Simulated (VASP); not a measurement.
# GaSb (CsCl type) (Pm-3m) in VASP: further runs

Runs on GaSb (CsCl type). Level: PBE. Tasks: single point.

Program: VASP 6.6.1. These are calculated values, not measurements. Logs are shortened: lines on timing, memory, paths and dates and some standing lists are left out, and cuts for length are marked.

### 1 The cell of the first run

The structure is cubic, space group Pm-3m (No. 221). Conventional cell: a = 3.353 Å, b = 3.353 Å, c = 3.353 Å, α = 90.00°, β = 90.00°, γ = 90.00°. Within 3.8 Å of Ga (site symmetry m-3m) lie 8 Sb at 2.90 Å and 6 Ga at 3.35 Å. Within 3.8 Å of Sb (site symmetry m-3m) lie 8 Ga at 2.90 Å and 6 Sb at 3.35 Å.

### 2 Single point, PBE (volume scaled by 0.8)

INCAR reads:

```
PREC     = Accurate       # precision mode
ENCUT    = 520            # plane-wave cutoff, eV
EDIFF    = 1E-6           # SCF threshold, eV
ISMEAR   = -1             # smearing method
SIGMA    = 0.1            # smearing width, eV
LREAL    = False          # projectors in reciprocal space
LASPH    = True           # aspherical terms in the spheres
NELM     = 100            # most SCF steps
ALGO     = Normal         # electronic algorithm
ISIF     = 2              # what is computed and relaxed
LWAVE    = False          # write WAVECAR
LCHARG   = False          # write CHGCAR
GGA      = PE             # functional
NBANDS   = 16             # bands
```

KPOINTS reads:

```
Automatic mesh
0
Gamma
  13 13 13
```

POSCAR reads:

```
GaSb
1.0
    3.3532697736      0.0000000000      0.0000000000
    0.0000000000      3.3532697736      0.0000000000
    0.0000000000      0.0000000000      3.3532697736
Ga Sb
1 1
Direct
    0.0000000000      0.0000000000      0.0000000000
    0.5000000000      0.5000000000      0.5000000000
```

Potentials or basis: VASP PAW PBE potentials, release 64 (Ga_d, Sb).

Run with:

```console
$ cat potpaw_PBE.64/Ga_d/POTCAR potpaw_PBE.64/Sb/POTCAR > POTCAR
$ mpirun -np 1 vasp_std > vasp.out
```

OUTCAR:

```text
PREC = Accurate
   ENCUT = 520
   EDIFF = 1E-6
   ISMEAR = -1
   LREAL = False
   LASPH = True
   NELM = 100
   ISIF = 2
   GGA = PE

 ion  position               nearest neighbor table
   1  0.000  0.000  0.000-   2 2.90   2 2.90   2 2.90   2 2.90   2 2.90   2 2.90   2 2.90   2 2.90

   2  0.500  0.500  0.500-   1 2.90   1 2.90   1 2.90   1 2.90   1 2.90   1 2.90   1 2.90   1 2.90

  LATTYP: Found a simple cubic cell.
 ALAT       =     3.3532697736

  Lattice vectors:

 A1 = (   3.3532697736,   0.0000000000,   0.0000000000)
 A2 = (   0.0000000000,   3.3532697736,   0.0000000000)
 A3 = (   0.0000000000,   0.0000000000,   3.3532697736)

Analysis of symmetry for initial positions (statically):
=====================================================================
 Subroutine PRICEL returns:
 Original cell was already a primitive cell.

 Routine SETGRP: Setting up the symmetry group for a
 simple cubic supercell.

 Subroutine GETGRP returns: Found 48 space group operations
 (whereof 48 operations were pure point group operations)
 out of a pool of 48 trial point group operations.

The static configuration has the point symmetry O_h .

Analysis of symmetry for dynamics (positions and initial velocities):
=====================================================================
 Subroutine PRICEL returns:
 Original cell was already a primitive cell.

 Routine SETGRP: Setting up the symmetry group for a
 simple cubic supercell.

 Subroutine GETGRP returns: Found 48 space group operations
 (whereof 48 operations were pure point group operations)
 out of a pool of 48 trial point group operations.

The dynamic configuration has the point symmetry O_h .

 Subroutine INISYM returns: Found 48 space group operations
 (whereof 48 operations are pure point group operations),
 and found     1 'primitive' translations

----------------------------------------------------------------------------------------

                                     Primitive cell

  volume of cell :      37.7056

  direct lattice vectors                    reciprocal lattice vectors
     3.353269774  0.000000000  0.000000000     0.298216388  0.000000000  0.000000000
     0.000000000  3.353269774  0.000000000     0.000000000  0.298216388  0.000000000
     0.000000000  0.000000000  3.353269774     0.000000000  0.000000000  0.298216388

  length of vectors
     3.353269774  3.353269774  3.353269774     0.298216388  0.298216388  0.298216388

  position of ions in fractional coordinates (direct lattice)
     0.000000000  0.000000000  0.000000000
     0.500000000  0.500000000  0.500000000

  ion indices of the primitive-cell ions
   primitive index   ion index
                 1           1
                 2           2

----------------------------------------------------------------------------------------

 KPOINTS: Automatic mesh

Automatic generation of k-mesh.
 Grid dimensions read from file:
 generate k-points for:   13   13   13

 Generating k-lattice:

  Cartesian coordinates                     Fractional coordinates (reciprocal lattice)
     0.022939722  0.000000000  0.000000000     0.076923077  0.000000000  0.000000000
     0.000000000  0.022939722  0.000000000     0.000000000  0.076923077  0.000000000
     0.000000000  0.000000000  0.022939722     0.000000000  0.000000000  0.076923077

  Length of vectors
     0.022939722  0.022939722  0.022939722

  Shift w.r.t. Gamma in fractional coordinates (k-lattice)
     0.000000000  0.000000000  0.000000000

 Subroutine IBZKPT returns following result:
 ===========================================

 Found     84 irreducible k-points:

 Following reciprocal coordinates:
            Coordinates               Weight
  0.000000  0.000000  0.000000      1.000000
  0.076923  0.000000  0.000000      6.000000
  0.153846  0.000000  0.000000      6.000000
  0.230769  0.000000  0.000000      6.000000
  0.307692  0.000000  0.000000      6.000000
  0.384615  0.000000  0.000000      6.000000
[... 16 lines left out ...]
  0.307692  0.307692  0.000000     12.000000
  0.384615  0.307692  0.000000     24.000000
 [... further k-points ...]
   k-points           NKPTS =     84   k-points in BZ     NKDIM =     84   number of bands    NBANDS=     16
   number of dos      NEDOS =    301   number of ions     NIONS =      2
   total plane-waves  NPLWV =  21952
   dimension x,y,z NGX =    28 NGY =   28 NGZ =   28
   dimension x,y,z NGXF=    56 NGYF=   56 NGZF=   56
   ions per type =               1   1
   NGX,Y,Z   is equivalent  to a cutoff of  13.88, 13.88, 13.88 a.u.
   NGXF,Y,Z  is equivalent  to a cutoff of  27.76, 27.76, 27.76 a.u.
 SYSTEM =  unknown system
   PREC   = accura    normal or accurate (medium, high low for compatibility)
   ISTART =      0    job   : 0-new  1-cont  2-samecut
   ICHARG =      2    charge: 1-file 2-atom 10-const
   ISPIN  =      1    spin polarized calculation?
   LNONCOLLINEAR =      F non collinear calculations
   LSORBIT =      F    spin-orbit coupling
   LASPH  =      T    aspherical Exc in radial PAW
   ENCUT  =  520.0 eV  38.22 Ry    6.18 a.u.   6.23  6.23  6.23*2*pi/ulx,y,z
   NELM   =    100;   NELMIN=  2; NELMDL= -5     # of ELM steps
   EDIFF  = 0.1E-05   stopping-criterion for ELM
   LREAL  =      F    real-space projection
   EDIFFG = 0.1E-04   stopping-criterion for IOM
   NSW    =      0    number of steps for IOM
   IBRION =     -1    ionic relax: 0-MD 1-quasi-New 2-CG
   NFREE  =      0    steps in history (QN), initial steepest desc. (CG)
   ISIF   =      2    stress and relaxation
   ISYM   =      2    0-nonsym 1-usesym 2-fastsym
   POTIM  = 0.5000    time-step for ionic-motion
   TEBEG  =    0.0;   TEEND  =   0.0 temperature during run
   PSTRESS=    0.0 pullay stress
   NELECT =      18.0000    total number of electrons
   NUPDOWN=      -1.0000    fix difference up-down
   EMIN   =  10.00;   EMAX   =-10.00  energy-range for DOS
   EFERMI =   0.00;   METHOD = LEGACY
   ISMEAR =    -1;   SIGMA  =   0.10  broadening in eV -4-tet -1-fermi 0-gaus
   EFERMI_NEDOS =   21; number of points for ismear=-14 and -15
   IALGO  =     38    algorithm
   IMIX   =      4    mixing-type and parameters
     AMIX     =   0.40;   BMIX     =  1.00
     AMIX_MAG =   1.60;   BMIX_MAG =  1.00
  volume/ion in A,a.u.               =      18.85       127.22
  Fermi-wavevector in a.u.,A,eV,Ry     =   1.279471  2.417850 22.273370  1.637046
  Thomas-Fermi vector in A             =   2.411955
   LORBIT       =      0    0 simple, 1 ext, 2 COOP (PROOUT), +10 PAW based schemes
   GGA     = PE    functional components
   LHFCALC =     F    Hartree Fock is set to
   AEXX    =    0.0000 exact exchange contribution
   IVDW    =     0    specifies the selected vdW correction
   LEPSILON=     F    determine dielectric tensor
   LRPA    =     F    only Hartree local field effects (RPA)
 non-spin polarized calculation
  energy-cutoff  :      520.00
  volume of cell :       37.71
 maximum number of plane-waves:      1028
 NGX is ok and might be reduce to    28
   NGX = 13   NGY = 13   NGZ = 13

 number of electron      18.0000017 magnetization

 Free energy of the ion-electron system (eV)
  ---------------------------------------------------
  ext. energy  EPLUGINS =         0.00000000
  ---------------------------------------------------
  free energy    TOTEN  =        -6.35134997 eV

  energy without entropy =       -6.31689951  energy(sigma->0) =       -6.33412474

 E-fermi :   9.7565     XC(G=0): -11.4839

 val. band max:        9.7511149419   @ k =   0.4615   0.1538   0.1538
 cond. band min:       9.7616045391   @ k =   0.3077   0.3077   0.3077
 fundamental gap:      0.0104895972
 Fermi energy:         9.7564807615

 k-point     1 :       0.0000    0.0000    0.0000
  band No.  band energies     occupation
      1      -5.3809      2.00000
      2      -5.3809      2.00000
      3      -5.2838      2.00000
      4      -5.2838      2.00000
      5      -5.2838      2.00000
      6      -4.1922      2.00000
[... 8 lines left out ...]
     15      20.5532      0.00000
     16      23.7161      0.00000

 k-point     2 :       0.0769    0.0000    0.0000
  band No.  band energies     occupation
      1      -5.3805      2.00000
      2      -5.3760      2.00000
      3      -5.2867      2.00000
      4      -5.2867      2.00000
      5      -5.2838      2.00000
      6      -4.1121      2.00000
[... 8 lines left out ...]
     15      20.0559      0.00000
     16      23.1595      0.00000

 k-point     3 :       0.1538    0.0000    0.0000
  band No.  band energies     occupation
      1      -5.3792      2.00000
      2      -5.3627      2.00000
      3      -5.2948      2.00000
      4      -5.2948      2.00000
      5      -5.2837      2.00000
      6      -3.8720      2.00000
[... 8 lines left out ...]
     15      18.9170      0.00000
     16      21.6597      0.00000

 k-point     4 :       0.2308    0.0000    0.0000
  band No.  band energies     occupation
      1      -5.3775      2.00000
      2      -5.3447      2.00000
      3      -5.3060      2.00000
      4      -5.3060      2.00000
      5      -5.2835      2.00000
      6      -3.4746      2.00000
[... 8 lines left out ...]
     15      18.0575      0.00000
     16      20.2581      0.00000
[... 324 lines left out ...]
 k-point    22 :       0.4615    0.2308    0.0000
  band No.  band energies     occupation
      1      -5.3976      2.00000
      2      -5.3481      2.00000
      3      -5.3255      2.00000
      4      -5.2978      2.00000
      5      -5.2724      2.00000
      6      -0.8876      2.00000
[... 8 lines left out ...]
     15      20.9802      0.00000
     16      21.2817      0.00000

 k-point    23 :       0.3077    0.3077    0.0000
  band No.  band energies     occupation
      1      -5.3984      2.00000
      2      -5.3457      2.00000
      3      -5.3132      2.00000
      4      -5.3058      2.00000
      5      -5.2789      2.00000
      6      -1.6243      2.00000
[... 8 lines left out ...]
     15      19.8180      0.00000
     16      20.9559      0.00000

 k-point    24 :       0.3846    0.3077    0.0000
  band No.  band energies     occupation
      1      -5.4180      2.00000
      2      -5.3412      2.00000
      3      -5.3177      2.00000
      4      -5.3064      2.00000
      5      -5.2619      2.00000
      6      -0.9553      2.00000
[... 8 lines left out ...]
     15      19.9685      0.00000
     16      21.4531      0.00000

 [... further k-points ...]

------------------------ aborting loop because EDIFF is reached ----------------------------------------

  FORCE on cell =-STRESS in cart. coord.  units (eV):
  Direction    XX          YY          ZZ          XY          YZ          ZX
  --------------------------------------------------------------------------------------
  -------------------------------------------------------------------------------------
  Total        4.4468729      4.4468729      4.4468729      0.0000000     -0.0000000      0.0000000
  in kB      188.9556220    188.9556220    188.9556220      0.0000000     -0.0000000      0.0000000
  external PRESSURE =     188.9556220 kB  Pullay stress =       0.0000000 kB

 VOLUME and BASIS-vectors are now :
 -----------------------------------------------------------------------------
  energy-cutoff  :      520.00
  volume of cell :       37.71
      direct lattice vectors                 reciprocal lattice vectors
     3.353269774  0.000000000  0.000000000     0.298216388  0.000000000  0.000000000
     0.000000000  3.353269774  0.000000000     0.000000000  0.298216388  0.000000000
     0.000000000  0.000000000  3.353269774     0.000000000  0.000000000  0.298216388

 POSITION                                       TOTAL-FORCE (eV/Angst)
 -----------------------------------------------------------------------------------
      0.00000      0.00000      0.00000         0.000000      0.000000      0.000000
      1.67663      1.67663      1.67663         0.000000      0.000000      0.000000
 -----------------------------------------------------------------------------------
    total drift:                               -0.000000     -0.000000     -0.000000

  FREE ENERGIE OF THE ION-ELECTRON SYSTEM (eV)
  ---------------------------------------------------
  free  energy   TOTEN  =        -6.3513499653 eV

  energy  without entropy=       -6.3168995128  energy(sigma->0) =       -6.33412474
```

Run time: 26 s. Hardware: 1 thread of Intel Xeon Platinum 8375C at 2.90GHz (Ice Lake), shared host; peak memory 0.19 GiB.

What came out:

```yaml
Free_energy: -6.3513 eV
Pressure: 18.9 GPa
Band_gap_on_the_k_mesh: zero (band 9 reaches 11.84 eV, above the bottom of band 10 at 6.79 eV)
```

Caveat: spin-orbit coupling is left out, which moves the levels of the heavy elements.

[end of part 1 of 2]
